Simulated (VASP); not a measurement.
# Al3Cu (P4/mmm) in VASP: single point with LDA

Aim: the single point of Al3Cu with LDA.

Everything below comes from runs of VASP 6.6.1. Logs are shortened: lines on timing, memory, paths and dates and some standing lists are left out, and cuts for length are marked.

## (1) The cell of the first run

It takes space group P4/mmm (No. 123, tetragonal). Conventional cell: a = 3.990 Å, b = 3.990 Å, c = 3.585 Å, α = 90.00°, β = 90.00°, γ = 90.00°. Al (site symmetry mmm) has 8 Al at 2.68 to 2.82 Å and 4 Cu at 2.68 Å within 3.5 Å. Al (site symmetry 4/mmm) has 8 Al at 2.68 Å and 4 Cu at 2.82 Å within 3.5 Å. Cu (site symmetry 4/mmm) has 12 Al at 2.68 to 2.82 Å within 3.5 Å.

## (2) Single point, LDA (mode 8 frozen in at +0.000 Å, strain +e along z and -e/2 along x and y -0.0700)

INCAR

```
SYSTEM = Al3Cu
ALGO = Normal ; EDIFF = 1E-6
ENCUT = 520 ; ISIF = 2
ISMEAR = 0 ; LASPH = .True.
LCHARG = .True. ; LELF = .True.
LREAL = .False. ; LVHAR = .True.
LWAVE = .False. ; NBANDS = 18
NELM = 60 ; PREC = Accurate
SIGMA = 0.15
```

KPOINTS

```
k-points
0
Gamma
  10 10 10
  0 0 0
```

POSCAR

```
Al3Cu
1.0
    3.9898006248      0.0000000000      0.0000000000
    0.0000000000      3.9898006248      0.0000000000
    0.0000000000      0.0000000000      3.5850382426
Al Cu
3 1
Direct
    0.0000000000      0.5000000000      0.5000000000
    0.5000000000      0.0000000000      0.5000000000
    0.5000000000      0.5000000000      0.0000000000
    0.0000000000      0.0000000000      0.0000000000
```

Potentials or basis: VASP PAW LDA potentials, release 64 (Al, Cu).

Started as:

```sh
$ cat potpaw_LDA.64/Al/POTCAR potpaw_LDA.64/Cu/POTCAR > POTCAR
$ mpirun -np 1 vasp_std > vasp.out
```

OUTCAR:

```text
SYSTEM = Al3Cu
   EDIFF = 1E-6
   ENCUT = 520
   ISIF = 2
   ISMEAR = 0
   LASPH = .True.
   LREAL = .False.
   NELM = 60
   PREC = Accurate

 ion  position               nearest neighbor table
   1  0.000  0.500  0.500-   3 2.68   4 2.68   3 2.68   4 2.68   4 2.68   4 2.68   3 2.68   3 2.68
                             2 2.82   2 2.82   2 2.82   2 2.82
   2  0.500  0.000  0.500-   3 2.68   4 2.68   3 2.68   4 2.68   3 2.68   3 2.68   4 2.68   4 2.68
                             1 2.82   1 2.82   1 2.82   1 2.82
   3  0.500  0.500  0.000-   1 2.68   2 2.68   1 2.68   2 2.68   2 2.68   2 2.68   1 2.68   1 2.68
                             4 2.82   4 2.82   4 2.82   4 2.82
   4  0.000  0.000  0.000-   1 2.68   2 2.68   1 2.68   2 2.68   1 2.68   1 2.68   2 2.68   2 2.68
                             3 2.82   3 2.82   3 2.82   3 2.82

  LATTYP: Found a simple tetragonal cell.
 ALAT       =     3.9898006248
 C/A-ratio  =     0.8985507246

  Lattice vectors:

 A1 = (   3.9898006248,   0.0000000000,   0.0000000000)
 A2 = (   0.0000000000,   3.9898006248,   0.0000000000)
 A3 = (   0.0000000000,   0.0000000000,   3.5850382426)

Analysis of symmetry for initial positions (statically):
=====================================================================
 Subroutine PRICEL returns:
 Original cell was already a primitive cell.

 Routine SETGRP: Setting up the symmetry group for a
 simple tetragonal supercell.

 Subroutine GETGRP returns: Found 16 space group operations
 (whereof 16 operations were pure point group operations)
 out of a pool of 16 trial point group operations.

The static configuration has the point symmetry D_4h.

Analysis of symmetry for dynamics (positions and initial velocities):
=====================================================================
 Subroutine PRICEL returns:
 Original cell was already a primitive cell.

 Routine SETGRP: Setting up the symmetry group for a
 simple tetragonal supercell.

 Subroutine GETGRP returns: Found 16 space group operations
 (whereof 16 operations were pure point group operations)
 out of a pool of 16 trial point group operations.

The dynamic configuration has the point symmetry D_4h.

 Subroutine INISYM returns: Found 16 space group operations
 (whereof 16 operations are pure point group operations),
 and found     1 'primitive' translations

----------------------------------------------------------------------------------------

                                     Primitive cell

  volume of cell :      57.0685

  direct lattice vectors                    reciprocal lattice vectors
     3.989800625  0.000000000  0.000000000     0.250639091  0.000000000  0.000000000
     0.000000000  3.989800625  0.000000000     0.000000000  0.250639091  0.000000000
     0.000000000  0.000000000  3.585038243     0.000000000  0.000000000  0.278937052

  length of vectors
     3.989800625  3.989800625  3.585038243     0.250639091  0.250639091  0.278937052

  position of ions in fractional coordinates (direct lattice)
     0.000000000  0.500000000  0.500000000
     0.500000000  0.000000000  0.500000000
     0.500000000  0.500000000  0.000000000
     0.000000000  0.000000000  0.000000000

  ion indices of the primitive-cell ions
   primitive index   ion index
                 1           1
                 2           2
                 3           3
                 4           4

----------------------------------------------------------------------------------------

 KPOINTS: k-points

Automatic generation of k-mesh.
 Grid dimensions read from file:
 generate k-points for:   10   10   10

 Generating k-lattice:

  Cartesian coordinates                     Fractional coordinates (reciprocal lattice)
     0.025063909  0.000000000  0.000000000     0.100000000  0.000000000  0.000000000
     0.000000000  0.025063909  0.000000000     0.000000000  0.100000000  0.000000000
     0.000000000  0.000000000  0.027893705     0.000000000  0.000000000  0.100000000

  Length of vectors
     0.025063909  0.025063909  0.027893705

  Shift w.r.t. Gamma in fractional coordinates (k-lattice)
     0.000000000  0.000000000  0.000000000

 Subroutine IBZKPT returns following result:
 ===========================================

 Found    126 irreducible k-points:

 Following reciprocal coordinates:
            Coordinates               Weight
  0.000000  0.000000  0.000000      1.000000
  0.100000  0.000000  0.000000      4.000000
  0.200000  0.000000  0.000000      4.000000
  0.300000  0.000000  0.000000      4.000000
  0.400000  0.000000  0.000000      4.000000
  0.500000  0.000000  0.000000      2.000000
[... 16 lines left out ...]
  0.100000  0.000000  0.100000      8.000000
  0.200000  0.000000  0.100000      8.000000
 [... further k-points ...]
   k-points           NKPTS =    126   k-points in BZ     NKDIM =    126   number of bands    NBANDS=     18
   number of dos      NEDOS =    301   number of ions     NIONS =      4
   total plane-waves  NPLWV =  25200
   dimension x,y,z NGX =    30 NGY =   30 NGZ =   28
   dimension x,y,z NGXF=    60 NGYF=   60 NGZF=   56
   ions per type =               3   1
   NGX,Y,Z   is equivalent  to a cutoff of  12.50, 12.50, 12.98 a.u.
   NGXF,Y,Z  is equivalent  to a cutoff of  25.00, 25.00, 25.97 a.u.
 SYSTEM =  Al3Cu
   PREC   = accura    normal or accurate (medium, high low for compatibility)
   ISTART =      0    job   : 0-new  1-cont  2-samecut
   ICHARG =      2    charge: 1-file 2-atom 10-const
   ISPIN  =      1    spin polarized calculation?
   LNONCOLLINEAR =      F non collinear calculations
   LSORBIT =      F    spin-orbit coupling
   LASPH  =      T    aspherical Exc in radial PAW
   ENCUT  =  520.0 eV  38.22 Ry    6.18 a.u.   7.42  7.42  6.67*2*pi/ulx,y,z
   NELM   =     60;   NELMIN=  2; NELMDL= -5     # of ELM steps
   EDIFF  = 0.1E-05   stopping-criterion for ELM
   LREAL  =      F    real-space projection
   EDIFFG = 0.1E-04   stopping-criterion for IOM
   NSW    =      0    number of steps for IOM
   IBRION =     -1    ionic relax: 0-MD 1-quasi-New 2-CG
   NFREE  =      0    steps in history (QN), initial steepest desc. (CG)
   ISIF   =      2    stress and relaxation
   ISYM   =      2    0-nonsym 1-usesym 2-fastsym
   POTIM  = 0.5000    time-step for ionic-motion
   TEBEG  =    0.0;   TEEND  =   0.0 temperature during run
   PSTRESS=    0.0 pullay stress
   NELECT =      20.0000    total number of electrons
   NUPDOWN=      -1.0000    fix difference up-down
   EMIN   =  10.00;   EMAX   =-10.00  energy-range for DOS
   EFERMI =   0.00;   METHOD = LEGACY
   ISMEAR =     0;   SIGMA  =   0.15  broadening in eV -4-tet -1-fermi 0-gaus
   EFERMI_NEDOS =   21; number of points for ismear=-14 and -15
   IALGO  =     38    algorithm
   IMIX   =      4    mixing-type and parameters
     AMIX     =   0.40;   BMIX     =  1.00
     AMIX_MAG =   1.60;   BMIX_MAG =  1.00
  volume/ion in A,a.u.               =      14.27        96.28
  Fermi-wavevector in a.u.,A,eV,Ry     =   1.154213  2.181147 18.125797  1.332209
  Thomas-Fermi vector in A             =   2.290852
   LORBIT       =      0    0 simple, 1 ext, 2 COOP (PROOUT), +10 PAW based schemes
   GGA     = CA    functional components
   LHFCALC =     F    Hartree Fock is set to
   AEXX    =    0.0000 exact exchange contribution
   IVDW    =     0    specifies the selected vdW correction
   LEPSILON=     F    determine dielectric tensor
   LRPA    =     F    only Hartree local field effects (RPA)
 non-spin polarized calculation
 Gauss-broadening in eV      SIGMA  =   0.15
  energy-cutoff  :      520.00
  volume of cell :       57.07
 maximum number of plane-waves:      1569
 NGX is ok and might be reduce to    30
   NGX = 15   NGY = 15   NGZ = 13

 number of electron      20.0000010 magnetization

 Free energy of the ion-electron system (eV)
  ---------------------------------------------------
  ext. energy  EPLUGINS =         0.00000000
  ---------------------------------------------------
  free energy    TOTEN  =       -17.26884148 eV

  energy without entropy =      -17.25128308  energy(sigma->0) =      -17.26006228

 E-fermi :   8.6238     XC(G=0): -11.1811

 val. band max:        8.6178452530   @ k =   0.4000   0.2000   0.4000
 cond. band min:       8.6412820373   @ k =   0.2000   0.0000   0.2000
 fundamental gap:      0.0234367843
 Fermi energy:         8.6238250845

 k-point     1 :       0.0000    0.0000    0.0000
  band No.  band energies     occupation
      1      -2.8398      2.00000
      2       3.9411      2.00000
      3       4.2092      2.00000
      4       4.8491      2.00000
      5       4.8682      2.00000
      6       4.8682      2.00000
[... 10 lines left out ...]
     17      16.2950      0.00000
     18      16.2950      0.00000

 k-point     2 :       0.1000    0.0000    0.0000
  band No.  band energies     occupation
      1      -2.7466      2.00000
      2       3.7034      2.00000
      3       4.1757      2.00000
      4       4.7620      2.00000
      5       4.8399      2.00000
      6       4.8705      2.00000
[... 10 lines left out ...]
     17      16.3558      0.00000
     18      16.3970      0.00000

 k-point     3 :       0.2000    0.0000    0.0000
  band No.  band energies     occupation
      1      -2.4684      2.00000
      2       2.7660      2.00000
      3       4.2033      2.00000
      4       4.6123      2.00000
      5       4.7717      2.00000
      6       4.8766      2.00000
[... 10 lines left out ...]
     17      16.4959      0.00000
     18      16.6508      0.00000

 k-point     4 :       0.3000    0.0000    0.0000
  band No.  band energies     occupation
      1      -2.0090      2.00000
      2       1.5930      2.00000
      3       4.2674      2.00000
      4       4.4890      2.00000
      5       4.6967      2.00000
      6       4.8842      2.00000
[... 10 lines left out ...]
     17      16.7145      0.00000
     18      17.1014      0.00000

 k-point     5 :       0.4000    0.0000    0.0000
  band No.  band energies     occupation
      1      -1.3820      2.00000
      2       0.4949      2.00000
      3       4.3214      2.00000
      4       4.4125      2.00000
      5       4.6419      2.00000
      6       4.8904      2.00000
[... 10 lines left out ...]
     17      16.9346      0.00000
     18      17.7041      0.00000

 k-point     6 :       0.5000    0.0000    0.0000
  band No.  band energies     occupation
      1      -0.7905      2.00000
      2      -0.2579      2.00000
      3       4.3419      2.00000
      4       4.3868      2.00000
      5       4.6221      2.00000
      6       4.8928      2.00000
[... 10 lines left out ...]
     17      17.0346      0.00000
     18      18.0182      0.00000

 k-point     7 :       0.1000    0.1000    0.0000
  band No.  band energies     occupation
      1      -2.6537      2.00000
      2       3.6465      2.00000
      3       3.9878      2.00000
      4       4.6334      2.00000
      5       4.8329      2.00000
      6       4.8536      2.00000
[... 10 lines left out ...]
     17      16.2140      0.00000
     18      16.6021      0.00000

 k-point     8 :       0.2000    0.1000    0.0000
  band No.  band energies     occupation
      1      -2.3759      2.00000
      2       2.8348      2.00000
      3       3.9427      2.00000
      4       4.5306      2.00000
      5       4.7740      2.00000
      6       4.8551      2.00000
[... 10 lines left out ...]
     17      15.6166      0.00000
     18      16.6641      0.00000
[... 229 lines left out ...]
     17      15.8818      0.00000
     18      16.4480      0.00000

 k-point    20 :       0.5000    0.4000    0.0000
  band No.  band energies     occupation
      1       0.5145      2.00000
      2       1.1819      2.00000
      3       2.2879      2.00000
      4       2.9678      2.00000
      5       4.7016      2.00000
      6       4.7262      2.00000
[... 10 lines left out ...]
     17      16.2705      0.00000
     18      16.2992      0.00000

 k-point    21 :       0.5000    0.5000    0.0000
  band No.  band energies     occupation
      1       0.9544      2.00000
      2       1.7320      2.00000
      3       1.7320      2.00000
      4       2.3129      2.00000
      5       4.7101      2.00000
      6       4.7101      2.00000
[... 10 lines left out ...]
     17      16.0316      0.00000
     18      17.5316      0.00000

 k-point    22 :       0.0000    0.0000    0.1000
  band No.  band energies     occupation
      1      -2.7240      2.00000
      2       3.9755      2.00000
      3       4.1614      2.00000
      4       4.7607      2.00000
      5       4.7607      2.00000
      6       4.8551      2.00000
[... 10 lines left out ...]
     17      15.0518      0.00000
     18      15.1102      0.00000

 k-point    23 :       0.1000    0.0000    0.1000
  band No.  band energies     occupation
      1      -2.6311      2.00000
      2       3.7515      2.00000
      3       4.1524      2.00000
      4       4.6958      2.00000
      5       4.7228      2.00000
      6       4.8321      2.00000
[... 10 lines left out ...]
     17      15.5981      0.00000
     18      16.5618      0.00000

 k-point    24 :       0.2000    0.0000    0.1000
  band No.  band energies     occupation
      1      -2.3535      2.00000
      2       2.8520      2.00000
      3       4.1931      2.00000
      4       4.6133      2.00000
      5       4.6303      2.00000
      6       4.8262      2.00000
[... 10 lines left out ...]
     17      15.9290      0.00000
     18      16.7407      0.00000

 [... further k-points ...]
[... 5 lines left out ...]
  --------------------------------------------------------------------------------------
  -------------------------------------------------------------------------------------
  Total       -0.7639676     -0.7639676      2.5978172      0.0000000     -0.0000000     -0.0000000
  in kB      -21.4481264    -21.4481264     72.9328179      0.0000000     -0.0000000     -0.0000000
  external PRESSURE =      10.0121884 kB  Pullay stress =       0.0000000 kB

 VOLUME and BASIS-vectors are now :
 -----------------------------------------------------------------------------
  energy-cutoff  :      520.00
  volume of cell :       57.07
      direct lattice vectors                 reciprocal lattice vectors
     3.989800625  0.000000000  0.000000000     0.250639091  0.000000000  0.000000000
     0.000000000  3.989800625  0.000000000     0.000000000  0.250639091  0.000000000
     0.000000000  0.000000000  3.585038243     0.000000000  0.000000000  0.278937052

 POSITION                                       TOTAL-FORCE (eV/Angst)
 -----------------------------------------------------------------------------------
      0.00000      1.99490      1.79252         0.000000      0.000000      0.000000
      1.99490      0.00000      1.79252         0.000000      0.000000      0.000000
      1.99490      1.99490      0.00000         0.000000      0.000000      0.000000
      0.00000      0.00000      0.00000         0.000000      0.000000      0.000000
 -----------------------------------------------------------------------------------
    total drift:                               -0.000000     -0.000000     -0.000000

  FREE ENERGIE OF THE ION-ELECTRON SYSTEM (eV)
  ---------------------------------------------------
  free  energy   TOTEN  =       -17.2688414784 eV

  energy  without entropy=      -17.2512830846  energy(sigma->0) =      -17.26006228
```

Wall time 2.7 min (1 thread of Intel Xeon Platinum 8175M at 2.50GHz (Skylake/Cascade Lake), shared host); peak memory 0.23 GiB.

Results:

* Free energy: -17.2688 eV
* Pressure: 1.0 GPa
* Band gap on the k mesh: zero (band 10 reaches 10.92 eV, above the bottom of band 11 at 6.56 eV)

Stress tensor (GPa, compression positive):
```
-2.14  0.00  0.00
 0.00 -2.14  0.00
 0.00  0.00  7.29
```

Caveat: the cell differs from its parent crystal (mode 8 frozen in at +0.000 Å, strain +e along z and -e/2 along x and y -0.0700).
